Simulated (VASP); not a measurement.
A run of VASP 6.6.1 is set up as follows.

File INCAR:

```
SYSTEM = TaSi2
ALGO = Normal
EDIFF = 1E-6
ENCUT = 520
GGA = PS
ISIF = 2
ISMEAR = 0
LASPH = .True.
LCHARG = .True.
LELF = .True.
LREAL = .False.
LVHAR = .True.
LWAVE = .False.
NBANDS = 38
NELM = 60
PREC = Accurate
SIGMA = 0.1
```

File KPOINTS:

```
k-points
0
Gamma
  6 6 4
  0 0 0
```

Contents of POSCAR:

```
TaSi2
1.0
    4.7686266500      0.0000000000      0.0000000000
   -2.3843133300      4.1297518200      0.0000000000
    0.0000000000      0.0000000000      6.5214099500
Ta Si
3 6
Direct
    0.0000000000      0.5000000000      0.1666666700
    0.5000000000      0.5000000000      0.8333333300
    0.5000000000      0.0000000000      0.5000000000
    0.8413836500      0.6827673000      0.5000000000
    0.1586163500      0.8413836500      0.8333333300
    0.6827673000      0.8413836500      0.1666666700
    0.1586163500      0.3172327000      0.5000000000
    0.8413836500      0.1586163500      0.8333333300
    0.3172327000      0.1586163500      0.1666666700
```

Potentials or basis: VASP PAW PBE potentials, release 64 (Ta_pv, Si).

Command:

```bash
$ cat potpaw_PBE.64/Ta_pv/POTCAR potpaw_PBE.64/Si/POTCAR > POTCAR
$ mpirun -np 1 vasp_std > vasp.out
```

Predict the band gap on the k mesh.

zero (an odd number of electrons rules out a gap without spin polarisation).

Predict the pressure.

0.9 GPa.

Stress tensor (GPa, compression positive):
```
-0.11  0.00  0.00
 0.00 -0.11  0.00
 0.00  0.00  2.99
```

Caveat: the PAW data sets were made with another functional, which shifts forces and pressure a little; spin-orbit coupling is left out, which moves the levels of the heavy elements; an odd number of electrons without spin polarisation forces a metal; a magnetic or distorted state may lie lower.
